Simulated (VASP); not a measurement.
# H17O8F in VASP: further runs

The runs below take H17O8F through single point, with PBE+D3(BJ).

Program: VASP 6.6.1. These are calculated values, not measurements. Logs are shortened: lines on timing, memory, paths and dates and some standing lists are left out, and cuts for length are marked.

## Step 1: The cell of the first run

The cell holds an amorphous packing of atoms, 26 atoms: a = 6.708 Å, b = 4.647 Å, c = 5.531 Å, α = 83.28°, β = 80.84°, γ = 92.24°.

## Step 2: Single point, PBE+D3(BJ)

INCAR reads:

```
  PREC = Accurate
  ENCUT = 520
  EDIFF = 1E-6
  ISMEAR = -1
  SIGMA = 0.05
  LREAL = Auto
  LASPH = T
  NELM = 100
  ALGO = Normal
  ISIF = 2
  LWAVE = F
  LCHARG = T
  GGA = PE
  IVDW = 12
  LELF = T
  LVHAR = T
  NBANDS = 55
```

KPOINTS reads:

```
Automatic mesh
0
Gamma
  1 1 1
```

POSCAR reads:

```
H17O8F
1.0
    6.6890930000     -0.1204760000      0.4876350000
   -0.1204760000      4.6355710000      0.3024810000
    0.4876350000      0.3024810000      5.5006500000
O H F
8 17 1
Direct
    0.3614955299      0.0852344282      1.1036768986
    0.2799434062      0.6733180462      0.4284991558
    0.7867737446      0.4860718155      0.9467270407
    0.5421675035      0.8335929232      0.7138927451
    1.0074562420      0.2530478579      0.4345826232
   -0.1753647150      0.8228238048      0.2886614137
    0.1781008595      0.5100058502      0.9517574664
    0.5991964919      0.2858756261      0.3854524235
    0.2684189997      0.2573794235      1.0444869453
    0.4409842443      0.0192639266      0.9522208605
    0.3554120810      0.7646452919      0.5443352981
    0.2715879899      0.8507300587      0.3041521478
    0.8084504656      0.6105852744      1.0859772596
    0.7178923364      0.3058195390      1.0286286113
    0.6172864306      0.9396820240      0.5385642739
    0.6278813548      0.6887490355      0.7643441372
    0.8896289924      0.3570898072      0.4058561960
    1.1175241699      0.3994802098      0.4417334184
   -0.0661966592      0.9605206187      0.1893122759
   -0.1105759539      0.7733487568      0.4415655241
    0.2305943553      0.7204878685      0.9442193615
    0.0678202952      0.5468435150      0.8629923149
    0.5456667872      0.4767786334      0.4165502801
    0.5073653392      0.2380572877      0.2499128460
   -0.0169097411      0.0806190732      0.6841664246
    0.0217833443     -0.0370371774      0.8420787946
```

Potentials or basis: VASP PAW PBE potentials, release 64 (O, H, F).

Command:

```
$ cat potpaw_PBE.64/O/POTCAR potpaw_PBE.64/H/POTCAR potpaw_PBE.64/F/POTCAR > POTCAR
$ mpirun -np 1 vasp_gam > vasp.out
```

OUTCAR:

```text
PREC = Accurate
   ENCUT = 520
   EDIFF = 1E-6
   ISMEAR = -1
   LREAL = Auto
   LASPH = T
   NELM = 100
   ISIF = 2
   GGA = PE
   IVDW = 12
 IVDW          = 12

 ion  position               nearest neighbor table
   1  0.361  0.085  0.104-  10 1.01   9 1.09
   2  0.280  0.673  0.428-  11 1.00  12 1.02
   3  0.787  0.486  0.947-  14 0.97  13 1.04
   4  0.542  0.834  0.714-  16 0.95  15 1.07
   5  0.007  0.253  0.435-  17 0.97  18 0.99
   6  0.825  0.823  0.289-  19 1.00  20 1.02
   7  0.178  0.510  0.952-  22 0.96  21 1.02   9 1.42
   8  0.599  0.286  0.385-  23 0.99  24 1.08
   9  0.268  0.257  0.044-   1 1.09   7 1.42
  10  0.441  0.019  0.952-   1 1.01
  11  0.355  0.765  0.544-   2 1.00
  12  0.272  0.851  0.304-   2 1.02
  13  0.808  0.611  0.086-   3 1.04
  14  0.718  0.306  0.029-   3 0.97
  15  0.617  0.940  0.539-   4 1.07
[... 9 lines left out ...]
  25  0.983  0.081  0.684-  26 1.05
  26  0.022  0.963  0.842-  25 1.05

  LATTYP: Found a triclinic cell.
 ALAT       =     4.6469912543
 B/A-ratio  =     2.4840482520
 C/A-ratio  =     3.4633027246
 COS(alpha) =     0.0212437469
 COS(beta)  =     0.6741746877
 COS(gamma) =     0.7263906901

  Lattice vectors:

 A1 = (   0.1204760000,  -4.6355710000,  -0.3024810000)
 A2 = (  -5.9605060000,  -8.8481850000,   4.4080530000)
 A3 = (   5.9547750000,  -9.9965800000, -11.1186270000)

Analysis of symmetry for initial positions (statically):
=====================================================================
 Subroutine PRICEL returns:
 Original cell was already a primitive cell.

 Routine SETGRP: Setting up the symmetry group for a
 triclinic supercell.

 Subroutine GETGRP returns: Found  1 space group operations
 (whereof  1 operations were pure point group operations)
 out of a pool of  2 trial point group operations.

The static configuration has the point symmetry C_1 .

Analysis of symmetry for dynamics (positions and initial velocities):
=====================================================================
 Subroutine PRICEL returns:
 Original cell was already a primitive cell.

 Routine SETGRP: Setting up the symmetry group for a
 triclinic supercell.

 Subroutine GETGRP returns: Found  1 space group operations
 (whereof  1 operations were pure point group operations)
 out of a pool of  2 trial point group operations.

The dynamic configuration has the point symmetry C_1 .

 Subroutine INISYM returns: Found  1 space group operations
 (whereof  1 operations are pure point group operations),
 and found     1 'primitive' translations

----------------------------------------------------------------------------------------

                                     Primitive cell

  volume of cell :     168.7332

  direct lattice vectors                    reciprocal lattice vectors
     6.689093000 -0.120476000  0.487635000     0.150575944  0.004801644 -0.013612665
    -0.120476000  4.635571000  0.302481000     0.004801644  0.216653121 -0.012339433
     0.487635000  0.302481000  5.500650000    -0.013612665 -0.012339433  0.183682011

  length of vectors
     6.707925724  4.646991254  5.530500255     0.151266240  0.217057348  0.184598612

  position of ions in fractional coordinates (direct lattice)
     0.361495530  0.085234428  0.103676899
     0.279943406  0.673318046  0.428499156
     0.786773745  0.486071815  0.946727041
     0.542167503  0.833592923  0.713892745
     0.007456242  0.253047858  0.434582623
     0.824635285  0.822823805  0.288661414
[... 18 lines left out ...]
     0.983090259  0.080619073  0.684166425
     0.021783344  0.962962823  0.842078795

  ion indices of the primitive-cell ions
   primitive index   ion index
                 1           1
                 2           2
                 3           3
                 4           4
                 5           5
                 6           6
[... 18 lines left out ...]
                25          25
                26          26

----------------------------------------------------------------------------------------

 KPOINTS: Automatic mesh

Automatic generation of k-mesh.
 Grid dimensions read from file:
 generate k-points for:    1    1    1

 Generating k-lattice:

  Cartesian coordinates                     Fractional coordinates (reciprocal lattice)
     0.150575944  0.004801644 -0.013612665     1.000000000  0.000000000  0.000000000
     0.004801644  0.216653121 -0.012339433     0.000000000  1.000000000  0.000000000
    -0.013612665 -0.012339433  0.183682011     0.000000000  0.000000000  1.000000000

  Length of vectors
     0.151266240  0.217057348  0.184598612

  Shift w.r.t. Gamma in fractional coordinates (k-lattice)
     0.000000000  0.000000000  0.000000000

 Subroutine IBZKPT returns following result:
 ===========================================

 Found      1 irreducible k-points:

 Following reciprocal coordinates:
            Coordinates               Weight
  0.000000  0.000000  0.000000      1.000000
   k-points           NKPTS =      1   k-points in BZ     NKDIM =      1   number of bands    NBANDS=     55
   number of dos      NEDOS =    301   number of ions     NIONS =     26
   total plane-waves  NPLWV =  75600
   dimension x,y,z NGX =    50 NGY =   36 NGZ =   42
   dimension x,y,z NGXF=   100 NGYF=   72 NGZF=   84
   ions per type =               8  17   1
   NGX,Y,Z   is equivalent  to a cutoff of  12.39, 12.88, 12.63 a.u.
   NGXF,Y,Z  is equivalent  to a cutoff of  24.78, 25.76, 25.25 a.u.
 SYSTEM =  unknown system
   PREC   = accura    normal or accurate (medium, high low for compatibility)
   ISTART =      0    job   : 0-new  1-cont  2-samecut
   ICHARG =      2    charge: 1-file 2-atom 10-const
   ISPIN  =      1    spin polarized calculation?
   LNONCOLLINEAR =      F non collinear calculations
   LSORBIT =      F    spin-orbit coupling
   LASPH  =      T    aspherical Exc in radial PAW
   ENCUT  =  520.0 eV  38.22 Ry    6.18 a.u.  12.47  8.64 10.28*2*pi/ulx,y,z
   NELM   =    100;   NELMIN=  2; NELMDL= -5     # of ELM steps
   EDIFF  = 0.1E-05   stopping-criterion for ELM
   LREAL  =      T    real-space projection
   EDIFFG = 0.1E-04   stopping-criterion for IOM
   NSW    =      0    number of steps for IOM
   IBRION =     -1    ionic relax: 0-MD 1-quasi-New 2-CG
   NFREE  =      0    steps in history (QN), initial steepest desc. (CG)
   ISIF   =      2    stress and relaxation
   ISYM   =      2    0-nonsym 1-usesym 2-fastsym
   POTIM  = 0.5000    time-step for ionic-motion
   TEBEG  =    0.0;   TEEND  =   0.0 temperature during run
   PSTRESS=    0.0 pullay stress
   NELECT =      72.0000    total number of electrons
   NUPDOWN=      -1.0000    fix difference up-down
   EMIN   =  10.00;   EMAX   =-10.00  energy-range for DOS
   EFERMI =   0.00;   METHOD = LEGACY
   ISMEAR =    -1;   SIGMA  =   0.05  broadening in eV -4-tet -1-fermi 0-gaus
   EFERMI_NEDOS =   21; number of points for ismear=-14 and -15
   IALGO  =     38    algorithm
   IMIX   =      4    mixing-type and parameters
     AMIX     =   0.40;   BMIX     =  1.00
     AMIX_MAG =   1.60;   BMIX_MAG =  1.00
  volume/ion in A,a.u.               =       6.49        43.79
  Fermi-wavevector in a.u.,A,eV,Ry     =   1.232496  2.329080 20.667879  1.519046
  Thomas-Fermi vector in A             =   2.367264
   LORBIT       =      0    0 simple, 1 ext, 2 COOP (PROOUT), +10 PAW based schemes
   GGA     = PE    functional components
   LHFCALC =     F    Hartree Fock is set to
   AEXX    =    0.0000 exact exchange contribution
   IVDW    =    12    specifies the selected vdW correction
   LEPSILON=     F    determine dielectric tensor
   LRPA    =     F    only Hartree local field effects (RPA)
 non-spin polarized calculation
  energy-cutoff  :      520.00
  volume of cell :      168.73
 maximum number of plane-waves:      2273
 NGX is ok and might be reduce to    50
   NGX = 25   NGY = 17   NGZ = 21

 number of electron      71.9999994 magnetization

 Free energy of the ion-electron system (eV)
  ---------------------------------------------------
  ext. energy  EPLUGINS =         0.00000000
  ---------------------------------------------------
  free energy    TOTEN  =      -123.22243346 eV

  energy without entropy =     -123.22243346  energy(sigma->0) =     -123.22243346

 E-fermi :  -0.1541     XC(G=0):  -8.8481

 val. band max:       -1.4226540597   @ k =   0.0000   0.0000   0.0000
 cond. band min:       3.3813161260   @ k =   0.0000   0.0000   0.0000
 fundamental gap:      4.8039701857
 Fermi energy:        -0.1540974866

 k-point     1 :       0.0000    0.0000    0.0000
  band No.  band energies     occupation
      1     -23.8965      2.00000
      2     -21.2449      2.00000
      3     -20.6339      2.00000
      4     -20.4707      2.00000
      5     -20.0172      2.00000
      6     -19.7516      2.00000
[... 40 lines left out ...]
     47       9.9896      0.00000
     48      10.5711      0.00000
 [bands above 48 left out]

------------------------ aborting loop because EDIFF is reached ----------------------------------------

 Edisp (eV)   -1.38999

 E8    (eV) :    -0.2878

  FORCE on cell =-STRESS in cart. coord.  units (eV):
  Direction    XX          YY          ZZ          XY          YZ          ZX
  --------------------------------------------------------------------------------------
  -------------------------------------------------------------------------------------
  Total       4.69986     4.15136    -0.69038    -0.30631    -1.69996    -1.35947
  in kB      44.62672    39.41850    -6.55541    -2.90853   -16.14165   -12.90864
  external pressure =       25.83 kB  Pullay stress =        0.00 kB

 VOLUME and BASIS-vectors are now :
 -----------------------------------------------------------------------------
  energy-cutoff  :      520.00
  volume of cell :      168.73
      direct lattice vectors                 reciprocal lattice vectors
     6.689093000 -0.120476000  0.487635000     0.150575944  0.004801644 -0.013612665
    -0.120476000  4.635571000  0.302481000     0.004801644  0.216653121 -0.012339433
     0.487635000  0.302481000  5.500650000    -0.013612665 -0.012339433  0.183682011

 POSITION                                       TOTAL-FORCE (eV/Angst)
 -----------------------------------------------------------------------------------
      2.45837      0.38292      0.77235        -0.551043      1.532966     -1.095142
      2.00040      3.21710      2.69720        -0.145206      0.722578      0.130338
      5.66590      2.44480      5.73830         0.150828      0.929351     -0.298675
      3.87430      4.01480      4.44340        -0.130414      2.194203     -2.581947
      0.23131      1.30358      2.47066         0.398315     -0.995076      1.298118
      5.55769      3.80222      2.23883         1.667964     -0.026791      1.148906
[... 18 lines left out ...]
      6.89989      0.46222      4.26713         0.836262      0.133570      0.268979
      0.44032      4.71597      4.93388        -0.854421      1.052127     -1.189783
 -----------------------------------------------------------------------------------
    total drift:                               -0.003454     -0.025457     -0.006865

  FREE ENERGIE OF THE ION-ELECTRON SYSTEM (eV)
  ---------------------------------------------------
  free  energy   TOTEN  =      -124.6124224767 eV

  energy  without entropy=     -124.6124224766  energy(sigma->0) =     -124.61242248
```

It took 12 s on 1 thread of Intel Xeon 6975P-C (Granite Rapids), shared host; peak memory 0.24 GiB.

Results:

- Free energy: -124.6124 eV
- Pressure: 2.6 GPa
- Largest force: 3.391 eV/Å
- Band gap on the k mesh: 4.80 eV
- Dispersion energy per atom: -0.053 eV

Forces on the atoms (eV/Å):
```
O   -0.551  1.533 -1.095
O   -0.145  0.723  0.130
O    0.151  0.929 -0.299
O   -0.130  2.194 -2.582
O    0.398 -0.995  1.298
O    1.668 -0.027  1.149
O    1.656  1.824  0.596
O   -1.509  0.496 -1.117
H    0.876 -0.642 -0.081
H   -0.104  0.067  0.102
H   -0.379 -0.793  0.144
H    0.433 -0.765  0.027
H   -0.554 -1.125 -1.031
H    0.245  0.091  0.126
H   -1.053 -0.230  2.311
H    1.242 -1.589  1.077
H   -0.746 -0.014 -0.252
H    0.387  0.577 -0.016
H   -0.843 -0.280  0.193
H   -0.808  0.228 -1.392
H   -0.090 -1.947  0.184
H   -1.058 -0.700 -0.305
H    0.051 -0.620  0.115
H    0.882 -0.124  1.638
H    0.836  0.134  0.269
F   -0.854  1.052 -1.190
```

Stress tensor (GPa, compression positive):
```
 4.46 -0.29 -1.29
-0.29  3.94 -1.61
-1.29 -1.61 -0.66
```

Levels at points of the mesh, in eV from the valence-band top:
```tsv
k point	band 33	band 34	band 35	band 36	band 37	band 38	band 39	band 40
(0.00, 0.00, 0.00)	-0.80	-0.40	-0.24	0.00	4.80	8.01	8.81	9.20
```

Caveat: the k points lie up to 1.36 Å⁻¹ apart.

## Step 3: Single point, PBE+D3(BJ)

This run uses another cell than the first one, of 6.78 Å³/atom, 1.045 times its volume.

INCAR reads:

```
SYSTEM = H17O8F
PREC = Accurate ; ENCUT = 520
EDIFF = 1E-7 ; ISMEAR = -1
SIGMA = 0.05 ; LREAL = Auto
LASPH = .TRUE. ; NELM = 80
ALGO = Normal ; ISIF = 2
LWAVE = .FALSE. ; LCHARG = .TRUE.
GGA = PE ; IVDW = 12
LELF = .TRUE. ; LVHAR = .TRUE.
NBANDS = 55
```

KPOINTS reads:

```
regular mesh
0
G
  1 1 1
  0 0 0
```

POSCAR reads:

```
H17O8F
1.0
    5.4781580000     -0.0536770000     -0.2158630000
   -0.0536770000      5.6053560000      0.0486320000
   -0.2158630000      0.0486320000      5.7490040000
O H F
8 17 1
Direct
    0.5086100946      0.0228505546      1.0058227186
    0.3638015927      0.7150756002      0.3038014492
    0.7248295734      0.4194885765      0.8867385234
    0.6727033788      0.8160464197      0.6637194547
    1.0409372317      0.3162970324      0.4815125675
   -0.0938344764      0.8309046832      0.2518238032
    0.2030657465      0.5792085752      0.8210581015
    0.5767096039      0.3118284331      0.2991171036
    0.3164164248      0.0379849271      0.9739522386
    0.5963210015      0.0249313515      0.8607423440
    0.3995647849      0.7895026517      0.4586283398
    0.4550228697      0.8295961261      0.1962214121
    0.6929865739      0.3367777231      1.0433132394
    0.8894583294      0.3774985742      0.8395615367
    0.7847162304      0.8363323691      0.5383399775
    0.7043892946      0.6678518587      0.7620924624
    0.8712604180      0.3347839523      0.4170794932
    1.1091023692      0.4760638603      0.5474969624
   -0.1319836003      0.9396968069      0.1270846722
    0.0953938107      0.8075926832      0.2544818453
    0.3462019279      0.5248547665      0.9250136980
    0.1026803359      0.6924329544      0.8960839975
    0.5489631386      0.4715258357      0.3145361502
    0.4173267758      0.2466905033      0.2572947170
    0.0410970809      0.1830262598      0.6513946426
    0.0204593875      0.0674414837      0.8156085142
```

Potentials or basis: VASP PAW PBE potentials, release 64 (O, H, F).

Command:

```
$ cat potpaw_PBE.64/O/POTCAR potpaw_PBE.64/H/POTCAR potpaw_PBE.64/F/POTCAR > POTCAR
$ mpirun -np 1 vasp_gam > vasp.out
```

Wall time 16 s (1 thread of Intel Xeon 6975P-C (Granite Rapids), shared host); peak memory 0.25 GiB.

Results (log left out):

```yaml
Free_energy: -123.8374 eV
Pressure: 5.0 GPa
Largest_force: 4.096 eV/Å
Band_gap_on_the_k_mesh: 4.42 eV
Dispersion_energy_per_atom: -0.051 eV
```

Forces on the atoms (eV/Å):
```
O   -3.270 -0.439  0.341
O   -0.209  1.075  0.000
O    0.755 -0.404  0.588
O   -0.513  0.164 -0.628
O    1.016  1.008  0.504
O    2.216 -0.749  0.796
O    0.768 -0.200  0.194
O    1.586 -2.382  0.260
H    2.658 -0.063 -0.918
H   -0.695 -0.669 -0.389
H    0.585 -0.543  0.106
H   -0.131 -0.546  0.114
H    0.390  0.713 -1.257
H   -1.092 -0.052  0.961
H   -0.002 -0.202  0.132
H   -0.201  0.205 -0.293
H   -0.362 -0.274 -0.126
H   -0.384 -1.324 -0.216
H   -0.463  0.819 -0.796
H   -1.741 -0.117  0.266
H   -1.061  0.728 -0.741
H    0.420 -0.090  0.164
H   -1.004  3.898  0.758
H   -0.307 -0.536  0.044
H   -0.152 -0.291  0.037
F    1.195  0.272  0.100
```

Stress tensor (GPa, compression positive):
```
 0.71  0.80  2.00
 0.80 10.08  3.21
 2.00  3.21  4.06
```

Levels at points of the mesh, in eV from the valence-band top:
```tsv
k point	band 32	band 33	band 34	band 35	band 36	band 37	band 38	band 39	band 40	band 41
(0.00, 0.00, 0.00)	-1.27	-0.95	-0.60	-0.09	0.00	4.42	7.84	8.32	8.53	9.12
```

Caveat: the k points lie up to 1.15 Å⁻¹ apart.
